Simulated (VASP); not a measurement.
# Ag (Fm-3m) in VASP: a series of runs

The runs below take Ag through relaxation of cell and atoms, with LDA, PBEsol, r2SCAN.

Program: VASP 6.6.1. These are calculated values, not measurements. Logs are shortened: lines on timing, memory, paths and dates and some standing lists are left out, and cuts for length are marked.

### Step 1. The cell of the first run

The structure is cubic, space group Fm-3m (No. 225). Conventional cell: a = 4.086 Å, b = 4.086 Å, c = 4.086 Å, α = 90.00°, β = 90.00°, γ = 90.00°. Within 3.8 Å of Ag (site symmetry m-3m) lie 12 Ag at 2.89 Å.

### Step 2. Relaxation of cell and atoms, LDA

Input file INCAR:

```
SYSTEM = Ag
PREC     = Accurate       ! precision mode
ENCUT    = 500            ! plane-wave cutoff, eV
EDIFF    = 1E-7           ! SCF threshold, eV
ISMEAR   = -1             ! smearing method
SIGMA    = 0.05           ! smearing width, eV
LREAL    = .FALSE.        ! projectors in reciprocal space
LASPH    = .TRUE.         ! aspherical terms in the spheres
NELM     = 120            ! most SCF steps
ALGO     = Normal         ! electronic algorithm
ISIF     = 3              ! what is computed and relaxed
LWAVE    = .FALSE.        ! write WAVECAR
LCHARG   = .FALSE.        ! write CHGCAR
IBRION   = 2              ! ionic algorithm
NSW      = 80             ! ionic steps
EDIFFG   = -0.01          ! ionic threshold
GGA_COMPAT= .FALSE.      
NELMIN   = 4
```

Input file KPOINTS:

```
regular mesh
0
G
  16 16 16
  0 0 0
```

Input file POSCAR:

```
Ag
1.0
    0.0000000000      2.0431000000      2.0431000000
    2.0431000000      0.0000000000      2.0431000000
    2.0431000000      2.0431000000      0.0000000000
Ag
1
Direct
    0.0000000000      0.0000000000      0.0000000000
```

Potentials or basis: VASP PAW LDA potentials, release 64 (Ag).

Run with:

```console
$ cat potpaw_LDA.64/Ag/POTCAR > POTCAR
$ mpirun -np 1 vasp_std > vasp.out
```

OUTCAR:

```text
SYSTEM = Ag
   PREC = Accurate
   ENCUT = 500
   EDIFF = 1E-7
   ISMEAR = -1
   LREAL = .FALSE.
   LASPH = .TRUE.
   NELM = 120
   ISIF = 3
   IBRION = 2
   NSW = 80
   EDIFFG = -0.01
   NELMIN = 4

 ion  position               nearest neighbor table
   1  0.000  0.000  0.000-

  LATTYP: Found a face centered cubic cell.
 ALAT       =     4.0862000000

  Lattice vectors:

 A1 = (   0.0000000000,   2.0431000000,   2.0431000000)
 A2 = (   2.0431000000,   0.0000000000,   2.0431000000)
 A3 = (   2.0431000000,   2.0431000000,   0.0000000000)

Analysis of symmetry for initial positions (statically):
=====================================================================
 Subroutine PRICEL returns:
 Original cell was already a primitive cell.

 Routine SETGRP: Setting up the symmetry group for a
 face centered cubic supercell.

 Subroutine GETGRP returns: Found 48 space group operations
 (whereof 48 operations were pure point group operations)
 out of a pool of 48 trial point group operations.

The static configuration has the point symmetry O_h .

Analysis of symmetry for dynamics (positions and initial velocities):
=====================================================================
 Subroutine PRICEL returns:
 Original cell was already a primitive cell.

 Routine SETGRP: Setting up the symmetry group for a
 face centered cubic supercell.

 Subroutine GETGRP returns: Found 48 space group operations
 (whereof 48 operations were pure point group operations)
 out of a pool of 48 trial point group operations.

The dynamic configuration has the point symmetry O_h .

 Subroutine INISYM returns: Found 48 space group operations
 (whereof 48 operations are pure point group operations),
 and found     1 'primitive' translations

----------------------------------------------------------------------------------------

                                     Primitive cell

  volume of cell :      17.0569

  direct lattice vectors                    reciprocal lattice vectors
     0.000000000  2.043100000  2.043100000    -0.244726151  0.244726151  0.244726151
     2.043100000  0.000000000  2.043100000     0.244726151 -0.244726151  0.244726151
     2.043100000  2.043100000  0.000000000     0.244726151  0.244726151 -0.244726151

  length of vectors
[... 89 lines left out ...]
   TEBEG  =    0.0;   TEEND  =   0.0 temperature during run
   PSTRESS=    0.0 pullay stress
   NELECT =      11.0000    total number of electrons
   NUPDOWN=      -1.0000    fix difference up-down
   EMIN   =  10.00;   EMAX   =-10.00  energy-range for DOS
   EFERMI =   0.00;   METHOD = LEGACY
   ISMEAR =    -1;   SIGMA  =   0.05  broadening in eV -4-tet -1-fermi 0-gaus
   EFERMI_NEDOS =   21; number of points for ismear=-14 and -15
   IALGO  =     38    algorithm
   IMIX   =      4    mixing-type and parameters
     AMIX     =   0.40;   BMIX     =  1.00
     AMIX_MAG =   1.60;   BMIX_MAG =  1.00
  volume/ion in A,a.u.               =      17.06       115.11
  Fermi-wavevector in a.u.,A,eV,Ry     =   1.414402  2.672832 27.218893  2.000532
  Thomas-Fermi vector in A             =   2.535948
   LORBIT       =      0    0 simple, 1 ext, 2 COOP (PROOUT), +10 PAW based schemes
   GGA     = CA    functional components
   LHFCALC =     F    Hartree Fock is set to
   AEXX    =    0.0000 exact exchange contribution
   IVDW    =     0    specifies the selected vdW correction
   LEPSILON=     F    determine dielectric tensor
   LRPA    =     F    only Hartree local field effects (RPA)
 conjugate gradient relaxation of ions
 non-spin polarized calculation
  energy-cutoff  :      500.00
  volume of cell :       17.06
 maximum number of plane-waves:       445
 NGX is ok and might be reduce to    24
   NGX = 11   NGY = 11   NGZ = 11

--------------------------------------- Ionic step        1  -------------------------------------------

 number of electron      10.9999999 magnetization

 Free energy of the ion-electron system (eV)
  ---------------------------------------------------
  ext. energy  EPLUGINS =         0.00000000
  ---------------------------------------------------
  free energy    TOTEN  =        -3.76015905 eV

  energy without entropy =       -3.75780101  energy(sigma->0) =       -3.75898003

------------------------ aborting loop because EDIFF is reached ----------------------------------------

  FORCE on cell =-STRESS in cart. coord.  units (eV):
  Direction    XX          YY          ZZ          XY          YZ          ZX
  --------------------------------------------------------------------------------------
  -------------------------------------------------------------------------------------
  Total       -0.7611848     -0.7611848     -0.7611848      0.0000000      0.0000000     -0.0000000
  in kB      -71.4993095    -71.4993095    -71.4993095      0.0000000      0.0000000     -0.0000000
  external PRESSURE =     -71.4993095 kB  Pullay stress =       0.0000000 kB
[... 57 lines left out ...]
--------------------------------------- Ionic step        3  -------------------------------------------

 number of electron      11.0000002 magnetization

 Free energy of the ion-electron system (eV)
  ---------------------------------------------------
  ext. energy  EPLUGINS =         0.00000000
  ---------------------------------------------------
  free energy    TOTEN  =        -3.78468639 eV

  energy without entropy =       -3.78244628  energy(sigma->0) =       -3.78356633

 E-fermi :   8.9931     XC(G=0): -12.9468

 val. band max:        8.9642004430   @ k =   0.4375   0.3750   0.0000
 cond. band min:       9.0075792302   @ k =   0.5000   0.1875   0.0625
 fundamental gap:      0.0433787872
 Fermi energy:         8.9931001040

 k-point     1 :       0.0000    0.0000    0.0000
  band No.  band energies     occupation
      1       0.7479      2.00000
      2       4.0317      2.00000
      3       4.0317      2.00000
      4       4.0317      2.00000
      5       5.2062      2.00000
      6       5.2062      2.00000
      7      25.1720      0.00000
      8      29.0434      0.00000
      9      29.0434      0.00000
[... 265 lines left out ...]
 k-point    24 :      -0.0625    0.0625    0.0000
  band No.  band energies     occupation
      1       1.0856      2.00000
      2       3.9327      2.00000
      3       4.1214      2.00000
      4       4.1526      2.00000
      5       5.1148      2.00000
      6       5.2283      2.00000
      7      25.2615      0.00000
      8      27.0893      0.00000
      9      28.5049      0.00000

 [... further k-points ...]
[... 5 lines left out ...]
  --------------------------------------------------------------------------------------
  -------------------------------------------------------------------------------------
  Total       -0.0063018     -0.0063018     -0.0063018     -0.0000000      0.0000000     -0.0000000
  in kB       -0.6295229     -0.6295229     -0.6295229     -0.0000000      0.0000000     -0.0000000
  external PRESSURE =      -0.6295229 kB  Pullay stress =       0.0000000 kB
[... 16 lines left out ...]
  FREE ENERGIE OF THE ION-ELECTRON SYSTEM (eV)
  ---------------------------------------------------
  free  energy   TOTEN  =        -3.7846863852 eV

  energy  without entropy=       -3.7824462805  energy(sigma->0) =       -3.78356633

 reached required accuracy - stopping structural energy minimisation
```

OSZICAR:

```text
N       E                     dE             d eps       ncg     rms          rms(c)
DAV:   1     0.423585415576E+02    0.42359E+02   -0.55911E+03  2698   0.107E+03
[... 22 lines left out ...]
DAV:   1    -0.415948465940E+01   -0.39331E+00   -0.72721E+00  2641   0.343E+01    0.400E+00
DAV:   2    -0.379857534770E+01    0.36091E+00   -0.14512E+00  2633   0.135E+01    0.154E+00
DAV:   3    -0.378722551026E+01    0.11350E-01   -0.30684E-02  2700   0.182E+00    0.102E+00
DAV:   4    -0.378468563842E+01    0.25399E-02   -0.30015E-03  2776   0.553E-01    0.765E-02
DAV:   5    -0.378468175522E+01    0.38832E-05   -0.18443E-04  2875   0.123E-01    0.174E-02
DAV:   6    -0.378468638784E+01   -0.46326E-05   -0.40820E-06  2797   0.228E-02    0.664E-04
DAV:   7    -0.378468638516E+01    0.26726E-08   -0.76253E-08  1965   0.292E-03
   3 F= -.37846864E+01 E0= -.37835663E+01  d E =-.245273E-01
```

It took 54 s on 1 thread of Intel Xeon 8259CL, shared host; peak memory 0.15 GiB.

Results:

```yaml
Free_energy: -3.7847 eV
Relaxed_volume: 16.04 Å³/atom
Relaxed_cell: a = 2.831 Å, b = 2.831 Å, c = 2.831 Å, α = 60.00°, β = 60.00°, γ = 60.00°
Space_group_after_relaxing_to_0.05_Å: Fm-3m (No. 225)
Energy_gained_by_relaxing: 24.5 meV/atom
Ionic_steps: 3
Pressure_after_relaxing: -0.1 GPa
```

Step by step:
```csv
step,energy change (eV),largest force (eV/Å),pressure (GPa),volume (Å³)
1,0.0000,0.0000,-7.15,17.06
2,-0.0060,0.0000,7.99,15.25
3,-0.0245,0.0000,-0.06,16.04
```

Final structure:
```yaml
crystal:
  lattice:
    - [0.00000, 2.00161, 2.00161]
    - [2.00161, 0.00000, 2.00161]
    - [2.00161, 2.00161, 0.00000]
  atoms:
    - { symbol: Ag, position: [0.00000, 0.00000, 0.00000] }
```

Levels at points of the mesh, in eV from the Fermi level:
```
           k point  band 2  band 3  band 4  band 5  band 6  band 7  band 8  band 9
(0.00, 0.00, 0.00)   -4.96   -4.96   -4.96   -3.79   -3.79   16.18   20.05   20.05
(0.50, 0.00, 0.00)   -4.99   -4.99   -2.89   -2.89   -0.56    3.97   15.44   18.40
(0.50, 0.50, 0.00)   -6.64   -2.92   -2.66   -2.66    1.53    7.25   10.91   10.91
```

LDA usually gives volumes a few per cent too small. Zero-point motion and thermal expansion aren't in these numbers.

(Part 1 of 2 ends here.)
